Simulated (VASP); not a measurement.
# Mg (P6_3/mmc) in VASP: further runs

Mg is run at these levels: RPBE; tasks: single point.

Everything below comes from runs of VASP 6.6.1. Logs are shortened: lines on timing, memory, paths and dates and some standing lists are left out, and cuts for length are marked.

## (1) The cell of the first run

The structure is hexagonal, space group P6_3/mmc (No. 194). The conventional cell has a = 3.232 Å, b = 3.232 Å, c = 10.512 Å, α = 90.00°, β = 90.00°, γ = 120.00°. Mg (site symmetry -3m) has 12 Mg at 3.22 to 3.23 Å within 4.2 Å. Within 4.2 Å of Mg (site symmetry -6m2) lie 12 Mg at 3.22 to 3.23 Å.

## (2) Single point, RPBE

INCAR

```
SYSTEM = Mg
  ALGO = Normal
  EDIFF = 1E-6
  ENCUT = 520
  GGA = RP
  ISIF = 2
  ISMEAR = -1
  LASPH = .True.
  LCHARG = .False.
  LREAL = .False.
  LWAVE = .False.
  NBANDS = 12
  NELM = 80
  PREC = Accurate
  SIGMA = 0.1
```

KPOINTS

```
k-points
0
Gamma
  11 11 3
  0 0 0
```

POSCAR

```
Mg
1.0
    3.2315459783      0.0000000000      0.0000000000
   -1.6157729891      2.7986009107      0.0000000000
    0.0000000000      0.0000000000     10.5123861524
Mg
4
Direct
    0.0000000000      1.0000000000      1.0000000000
    0.0000000000      0.0000000000      0.5000000000
    0.3333333333      0.6666666667      0.2500000000
    0.6666666667      0.3333333333      0.7500000000
```

Potentials or basis: VASP PAW PBE potentials, release 64 (Mg).

Started as:

```sh
cat potpaw_PBE.64/Mg/POTCAR > POTCAR
mpirun -np 1 vasp_std > vasp.out
```

OUTCAR:

```text
SYSTEM = Mg
   EDIFF = 1E-6
   ENCUT = 520
   GGA = RP
   ISIF = 2
   ISMEAR = -1
   LASPH = .True.
   LREAL = .False.
   NELM = 80
   PREC = Accurate

 ion  position               nearest neighbor table
   1  0.000  0.000  0.000-   3 3.22   4 3.22   3 3.22   4 3.22   4 3.22   3 3.22
   2  0.000  0.000  0.500-   3 3.22   4 3.22   3 3.22   4 3.22   4 3.22   3 3.22
   3  0.333  0.667  0.250-   1 3.22   2 3.22   1 3.22   2 3.22   1 3.22   2 3.22
   4  0.667  0.333  0.750-   1 3.22   2 3.22   1 3.22   2 3.22   1 3.22   2 3.22

  LATTYP: Found a hexagonal cell.
 ALAT       =     3.2315459783
 C/A-ratio  =     3.2530517044

  Lattice vectors:

 A1 = (   3.2315459783,   0.0000000000,   0.0000000000)
 A2 = (  -1.6157729891,   2.7986009107,   0.0000000000)
 A3 = (   0.0000000000,   0.0000000000,  10.5123861524)

Analysis of symmetry for initial positions (statically):
=====================================================================
 Subroutine PRICEL returns:
 Original cell was already a primitive cell.

 Routine SETGRP: Setting up the symmetry group for a
 hexagonal supercell.

 Subroutine GETGRP returns: Found 24 space group operations
 (whereof 12 operations were pure point group operations)
 out of a pool of 24 trial point group operations.

The static configuration has the point symmetry D_3d.
 The point group associated with its full space group is D_6h.

Analysis of symmetry for dynamics (positions and initial velocities):
=====================================================================
 Subroutine PRICEL returns:
 Original cell was already a primitive cell.

 Routine SETGRP: Setting up the symmetry group for a
 hexagonal supercell.

 Subroutine GETGRP returns: Found 24 space group operations
 (whereof 12 operations were pure point group operations)
 out of a pool of 24 trial point group operations.

The dynamic configuration has the point symmetry D_3d.
 The point group associated with its full space group is D_6h.

 Subroutine INISYM returns: Found 24 space group operations
 (whereof 12 operations are pure point group operations),
 and found     1 'primitive' translations

----------------------------------------------------------------------------------------

                                     Primitive cell

  volume of cell :      95.0720

  direct lattice vectors                    reciprocal lattice vectors
     3.231545978  0.000000000  0.000000000     0.309449411  0.178660701  0.000000000
    -1.615772989  2.798600911  0.000000000     0.000000000  0.357321402  0.000000000
     0.000000000  0.000000000 10.512386152     0.000000000  0.000000000  0.095125882

  length of vectors
     3.231545978  3.231545978 10.512386152     0.357321402  0.357321402  0.095125882

  position of ions in fractional coordinates (direct lattice)
     0.000000000  0.000000000  0.000000000
     0.000000000  0.000000000  0.500000000
     0.333333333  0.666666667  0.250000000
     0.666666667  0.333333333  0.750000000

  ion indices of the primitive-cell ions
   primitive index   ion index
                 1           1
                 2           2
                 3           3
                 4           4

----------------------------------------------------------------------------------------

 KPOINTS: k-points

Automatic generation of k-mesh.
 Grid dimensions read from file:
 generate k-points for:   11   11    3

 Generating k-lattice:

  Cartesian coordinates                     Fractional coordinates (reciprocal lattice)
     0.028131765  0.016241882  0.000000000     0.090909091  0.000000000  0.000000000
     0.000000000  0.032483764  0.000000000     0.000000000  0.090909091  0.000000000
     0.000000000  0.000000000  0.031708627     0.000000000  0.000000000  0.333333333

  Length of vectors
     0.032483764  0.032483764  0.031708627

  Shift w.r.t. Gamma in fractional coordinates (k-lattice)
     0.000000000  0.000000000  0.000000000

 Subroutine IBZKPT returns following result:
 ===========================================

 Found     32 irreducible k-points:

 Following reciprocal coordinates:
            Coordinates               Weight
  0.000000  0.000000  0.000000      1.000000
  0.090909  0.000000  0.000000      6.000000
  0.181818  0.000000  0.000000      6.000000
  0.272727  0.000000  0.000000      6.000000
  0.363636  0.000000  0.000000      6.000000
  0.454545  0.000000  0.000000      6.000000
[... 16 lines left out ...]
  0.090909  0.090909  0.333333     12.000000
  0.181818  0.090909  0.333333     24.000000
 [... further k-points ...]
   k-points           NKPTS =     32   k-points in BZ     NKDIM =     32   number of bands    NBANDS=     12
   number of dos      NEDOS =    301   number of ions     NIONS =      4
   total plane-waves  NPLWV =  46080
   dimension x,y,z NGX =    24 NGY =   24 NGZ =   80
   dimension x,y,z NGXF=    48 NGYF=   48 NGZF=  160
   ions per type =               4
   NGX,Y,Z   is equivalent  to a cutoff of  12.35, 12.35, 12.65 a.u.
   NGXF,Y,Z  is equivalent  to a cutoff of  24.69, 24.69, 25.30 a.u.
 SYSTEM =  Mg
   PREC   = accura    normal or accurate (medium, high low for compatibility)
   ISTART =      0    job   : 0-new  1-cont  2-samecut
   ICHARG =      2    charge: 1-file 2-atom 10-const
   ISPIN  =      1    spin polarized calculation?
   LNONCOLLINEAR =      F non collinear calculations
   LSORBIT =      F    spin-orbit coupling
   LASPH  =      T    aspherical Exc in radial PAW
   ENCUT  =  520.0 eV  38.22 Ry    6.18 a.u.   6.01  6.01 19.55*2*pi/ulx,y,z
   NELM   =     80;   NELMIN=  2; NELMDL= -5     # of ELM steps
   EDIFF  = 0.1E-05   stopping-criterion for ELM
   LREAL  =      F    real-space projection
[... 7 lines left out ...]
   TEBEG  =    0.0;   TEEND  =   0.0 temperature during run
   PSTRESS=    0.0 pullay stress
   NELECT =       8.0000    total number of electrons
   NUPDOWN=      -1.0000    fix difference up-down
   EMIN   =  10.00;   EMAX   =-10.00  energy-range for DOS
   EFERMI =   0.00;   METHOD = LEGACY
   ISMEAR =    -1;   SIGMA  =   0.10  broadening in eV -4-tet -1-fermi 0-gaus
   EFERMI_NEDOS =   21; number of points for ismear=-14 and -15
   IALGO  =     38    algorithm
   IMIX   =      4    mixing-type and parameters
     AMIX     =   0.40;   BMIX     =  1.00
     AMIX_MAG =   1.60;   BMIX_MAG =  1.00
  volume/ion in A,a.u.               =      23.77       160.39
  Fermi-wavevector in a.u.,A,eV,Ry     =   0.717388  1.355666  7.002173  0.514645
  Thomas-Fermi vector in A             =   1.806055
   LORBIT       =      0    0 simple, 1 ext, 2 COOP (PROOUT), +10 PAW based schemes
   GGA     = RP    functional components
   LHFCALC =     F    Hartree Fock is set to
   AEXX    =    0.0000 exact exchange contribution
   IVDW    =     0    specifies the selected vdW correction
   LEPSILON=     F    determine dielectric tensor
   LRPA    =     F    only Hartree local field effects (RPA)
 non-spin polarized calculation
  energy-cutoff  :      520.00
  volume of cell :       95.07
 maximum number of plane-waves:      2590
   NGX = 13   NGY = 13   NGZ = 39

 number of electron       8.0000000 magnetization

 Free energy of the ion-electron system (eV)
  ---------------------------------------------------
  ext. energy  EPLUGINS =         0.00000000
  ---------------------------------------------------
  free energy    TOTEN  =        -5.38991145 eV

  energy without entropy =       -5.34675016  energy(sigma->0) =       -5.36833080

 E-fermi :   2.5519     XC(G=0):  -8.2877

 val. band max:        2.4917933871   @ k =   0.3636   0.2727   0.0000
 cond. band min:       2.6522877597   @ k =   0.1818   0.1818   0.0000
 fundamental gap:      0.1604943725
 Fermi energy:         2.5518544637

 k-point     1 :       0.0000    0.0000    0.0000
  band No.  band energies     occupation
      1      -4.2225      2.00000
      2      -2.8673      2.00000
      3      -2.8653      2.00000
      4       0.8986      2.00000
      5       1.3288      1.99999
      6       7.4615      0.00000
      7       7.4699      0.00000
      8      13.3486      0.00000
      9      13.3486      0.00000
     10      13.3936      0.00000
     11      13.3936      0.00000
     12      14.1222      0.00000

 k-point     2 :       0.0909    0.0000    0.0000
  band No.  band energies     occupation
      1      -4.0634      2.00000
      2      -2.7103      2.00000
      3      -2.7083      2.00000
      4       1.0447      2.00000
      5       1.4835      1.99995
      6       7.5808      0.00000
      7       7.5973      0.00000
      8      10.9115      0.00000
      9      11.9416      0.00000
     10      12.0162      0.00000
     11      12.0323      0.00000
     12      12.9818      0.00000

 k-point     3 :       0.1818    0.0000    0.0000
  band No.  band energies     occupation
      1      -3.5877      2.00000
      2      -2.2412      2.00000
      3      -2.2390      2.00000
      4       1.4832      1.99995
      5       1.9407      1.99558
      6       7.6672      0.00000
      7       7.9061      0.00000
      8       8.5230      0.00000
      9       9.3435      0.00000
     10       9.4856      0.00000
     11      10.9542      0.00000
     12      11.6340      0.00000
[... 286 lines left out ...]
 k-point    23 :       0.0909    0.0909    0.3333
  band No.  band energies     occupation
      1      -3.5951      2.00000
      2      -3.1438      2.00000
      3      -1.3594      2.00000
      4      -0.0452      2.00000
      5       3.4316      0.00030
      6       5.5189      0.00000
      7       9.4809      0.00000
      8       9.7056      0.00000
      9      10.0947      0.00000
     10      10.2068      0.00000
     11      10.5550      0.00000
     12      11.7498      0.00000

 k-point    24 :       0.1818    0.0909    0.3333
  band No.  band energies     occupation
      1      -2.9643      2.00000
      2      -2.5159      2.00000
      3      -0.7435      2.00000
      4       0.5601      2.00000
      5       3.9912      0.00000
      6       5.9725      0.00000
      7       7.1717      0.00000
      8       7.5618      0.00000
      9       8.6762      0.00000
     10       8.8171      0.00000
     11       9.5486      0.00000
     12      10.3786      0.00000

 [... further k-points ...]

------------------------ aborting loop because EDIFF is reached ----------------------------------------

  FORCE on cell =-STRESS in cart. coord.  units (eV):
  Direction    XX          YY          ZZ          XY          YZ          ZX
  --------------------------------------------------------------------------------------
  -------------------------------------------------------------------------------------
  Total       -0.1125830     -0.1125830     -0.1142280     -0.0000000      0.0000000      0.0000000
  in kB       -1.8972764     -1.8972764     -1.9249992     -0.0000000      0.0000000      0.0000000
  external PRESSURE =      -1.9065173 kB  Pullay stress =       0.0000000 kB

 VOLUME and BASIS-vectors are now :
 -----------------------------------------------------------------------------
  energy-cutoff  :      520.00
  volume of cell :       95.07
      direct lattice vectors                 reciprocal lattice vectors
     3.231545978  0.000000000  0.000000000     0.309449411  0.178660701  0.000000000
    -1.615772989  2.798600911  0.000000000     0.000000000  0.357321402  0.000000000
     0.000000000  0.000000000 10.512386152     0.000000000  0.000000000  0.095125882

 POSITION                                       TOTAL-FORCE (eV/Angst)
 -----------------------------------------------------------------------------------
      0.00000      0.00000      0.00000        -0.000000      0.000000      0.000000
      0.00000      0.00000      5.25619         0.000000      0.000000      0.000000
     -0.00000      1.86573      2.62810        -0.000000      0.000000     -0.000000
      1.61577      0.93287      7.88429         0.000000      0.000000      0.000000
 -----------------------------------------------------------------------------------
    total drift:                                0.000000     -0.000000     -0.000000

  FREE ENERGIE OF THE ION-ELECTRON SYSTEM (eV)
  ---------------------------------------------------
  free  energy   TOTEN  =        -5.3899114481 eV

  energy  without entropy=       -5.3467501568  energy(sigma->0) =       -5.36833080
```

Run time: 17 s. Hardware: 1 thread of AMD EPYC 9R45 (Zen 5), shared host; peak memory 0.17 GiB.

What came out:

```
Free energy            : -5.3899 eV
Pressure               : -0.2 GPa
Band gap on the k mesh : zero (bands 4 and 5 overlap by 2.14 eV)
```

Caveat: the PAW data sets were made with another functional, which shifts forces and pressure a little.

## (3) Single point, RPBE (20.92 Å³/atom)

This run uses another cell than the first one, of 20.92 Å³/atom.

INCAR

```
SYSTEM = Mg
PREC = Accurate
ENCUT = 520
EDIFF = 1E-6
ISMEAR = -1
SIGMA = 0.1
LREAL = .FALSE.
LASPH = .TRUE.
NELM = 80
ALGO = Normal
ISIF = 2
LWAVE = .FALSE.
LCHARG = .TRUE.
GGA = RP
LELF = .TRUE.
LVHAR = .TRUE.
NBANDS = 12
```

KPOINTS

```
regular mesh
0
G
  13 13 4
  0 0 0
```

POSCAR

```
Mg
1.0
    3.0967387139      0.0000000000      0.0000000000
   -1.5483693569      2.6818543951      0.0000000000
    0.0000000000      0.0000000000     10.0738511512
Mg
4
Direct
    0.0000000000      1.0000000000      1.0000000000
    0.0000000000      0.0000000000      0.5000000000
    0.3333333333      0.6666666667      0.2500000000
    0.6666666667      0.3333333333      0.7500000000
```

Potentials or basis: VASP PAW PBE potentials, release 64 (Mg).

Started as:

```sh
cat potpaw_PBE.64/Mg/POTCAR > POTCAR
mpirun -np 1 vasp_std > vasp.out
```

OUTCAR:

```text
SYSTEM = Mg
   PREC = Accurate
   ENCUT = 520
   EDIFF = 1E-6
   ISMEAR = -1
   LREAL = .FALSE.
   LASPH = .TRUE.
   NELM = 80
   ISIF = 2
   GGA = RP

 ion  position               nearest neighbor table
   1  0.000  0.000  0.000-   3 3.09   4 3.09   3 3.09   4 3.09   4 3.09   3 3.09
   2  0.000  0.000  0.500-   3 3.09   4 3.09   3 3.09   4 3.09   4 3.09   3 3.09
   3  0.333  0.667  0.250-   1 3.09   2 3.09   1 3.09   2 3.09   1 3.09   2 3.09
   4  0.667  0.333  0.750-   1 3.09   2 3.09   1 3.09   2 3.09   1 3.09   2 3.09

  LATTYP: Found a hexagonal cell.
 ALAT       =     3.0967387139
 C/A-ratio  =     3.2530517044
[... 560 lines left out ...]
  --------------------------------------------------------------------------------------
  -------------------------------------------------------------------------------------
  Total        2.8748186      2.8748186      2.7850448      0.0000000      0.0000000      0.0000000
  in kB       55.0536018     55.0536018     53.3344085      0.0000000      0.0000000      0.0000000
  external PRESSURE =      54.4805373 kB  Pullay stress =       0.0000000 kB

 VOLUME and BASIS-vectors are now :
 -----------------------------------------------------------------------------
  energy-cutoff  :      520.00
  volume of cell :       83.66
      direct lattice vectors                 reciprocal lattice vectors
     3.096738714  0.000000000  0.000000000     0.322920366  0.186438160  0.000000000
    -1.548369357  2.681854395  0.000000000     0.000000000  0.372876321  0.000000000
     0.000000000  0.000000000 10.073851151     0.000000000  0.000000000  0.099266902

 POSITION                                       TOTAL-FORCE (eV/Angst)
 -----------------------------------------------------------------------------------
      0.00000      0.00000      0.00000         0.000000      0.000000      0.000000
      0.00000      0.00000      5.03693         0.000000      0.000000      0.000000
     -0.00000      1.78790      2.51846         0.000000     -0.000000     -0.000000
      1.54837      0.89395      7.55539        -0.000000      0.000000      0.000000
 -----------------------------------------------------------------------------------
    total drift:                                0.000000     -0.000000     -0.000000

  FREE ENERGIE OF THE ION-ELECTRON SYSTEM (eV)
  ---------------------------------------------------
  free  energy   TOTEN  =        -5.1892706209 eV

  energy  without entropy=       -5.1241484004  energy(sigma->0) =       -5.15670951
```

stdout:

```text
POSCAR found type information on POSCAR Mg
 POSCAR found :  1 types and       4 ions
 scaLAPACK will be used
 -----------------------------------------------------------------------------
|                                                                             |
|                                                                             |
|     You enforced a specific xc type in the INCAR file but a different       |
|     I HOPE YOU KNOW WHAT YOU ARE DOING!                                     |
|                                                                             |
 -----------------------------------------------------------------------------

 LDA part: xc-table for (Slater+PW92), standard interpolation
 POSCAR, INCAR and KPOINTS ok, starting setup
 FFT: planning ... GRIDC
 FFT: planning ... GRID_SOFT
 FFT: planning ... GRID
 WAVECAR not read
 entering main loop
```

Wall time 29 s (1 thread of AMD EPYC 9R45 (Zen 5), shared host); peak memory 0.19 GiB.

Results:

* Free energy: -5.1893 eV
* Pressure: 5.4 GPa
* Band gap on the k mesh: zero (bands 4 and 5 overlap by 2.39 eV)

Caveat: the cell stands under pressure; the PAW data sets were made with another functional, which shifts forces and pressure a little.

## (4) Single point, RPBE (21.87 Å³/atom)

This run uses another cell than the first one, of 21.87 Å³/atom.

INCAR

```
SYSTEM = Mg
PREC = Accurate
ENCUT = 520
EDIFF = 1E-6
ISMEAR = -1
SIGMA = 0.1
LREAL = .False.
LASPH = .True.
NELM = 80
ALGO = Normal
ISIF = 2
LWAVE = .False.
LCHARG = .True.
GGA = RP
LELF = .True.
LVHAR = .True.
NBANDS = 12
```

KPOINTS

```
regular mesh
0
Gamma
  13 13 4
  0 0 0
```

POSCAR

```
Mg
1.0
    3.1429655099      0.0000000000      0.0000000000
   -1.5714827549      2.7218879748      0.0000000000
    0.0000000000      0.0000000000     10.2242293087
Mg
4
Direct
    0.0000000000      1.0000000000      1.0000000000
    0.0000000000      0.0000000000      0.5000000000
    0.3333333333      0.6666666667      0.2500000000
    0.6666666667      0.3333333333      0.7500000000
```

Started as:

```sh
cat potpaw_PBE.64/Mg/POTCAR > POTCAR
mpirun -np 1 vasp_std > vasp.out
```

It took 30 s on 1 thread of AMD EPYC 9R45 (Zen 5), shared host; peak memory 0.19 GiB.

The run converged. Its results:

```yaml
Free_energy: -5.2912 eV
Pressure: 3.2 GPa
Band_gap_on_the_k_mesh: zero (bands 4 and 5 overlap by 2.39 eV)
```

Stress tensor (GPa, compression positive):
```
3.25 0.00 0.00
0.00 3.25 0.00
0.00 0.00 3.14
```

Levels at points of the mesh, in eV from the Fermi level:
```
           k point  band 1  band 2  band 3  band 4  band 5  band 6  band 7  band 8
(0.00, 0.00, 0.00)   -7.19   -5.76   -5.75   -1.84   -1.27    5.11    5.12   11.25
(0.00, 0.00, 0.50)   -6.83   -6.83   -4.00   -4.00    1.50    1.50    9.19    9.19
```

Caveat: the cell stands under pressure; the PAW data sets were made with another functional, which shifts forces and pressure a little.

## (5) Summary

| cell | k mesh | gap on the mesh (eV) | pressure (GPa) |
| --- | --- | --- | --- |
| a = 3.232, b = 3.232, c = 10.512 Å, angles 90.0, 90.0, 120.0°, 4 atoms | 11 × 11 × 3 | none | -0.2 |
| a = 3.097, b = 3.097, c = 10.074 Å, angles 90.0, 90.0, 120.0°, 4 atoms | 13 × 13 × 4 | none | 5.4 |
| a = 3.143, b = 3.143, c = 10.224 Å, angles 90.0, 90.0, 120.0°, 4 atoms | 13 × 13 × 4 | none | 3.2 |

Alike in all rows: task single point; level RPBE; potentials or basis VASP PAW PBE potentials, release 64 (Mg); no spin polarisation; cutoff (eV) 520; smearing fermi-dirac 0.1 eV.

Caveats: the PAW data sets were made with another functional, which shifts forces and pressure a little; the cell stands under pressure (at least some runs).

Absolute energies hang on the potentials; compare differences alone.
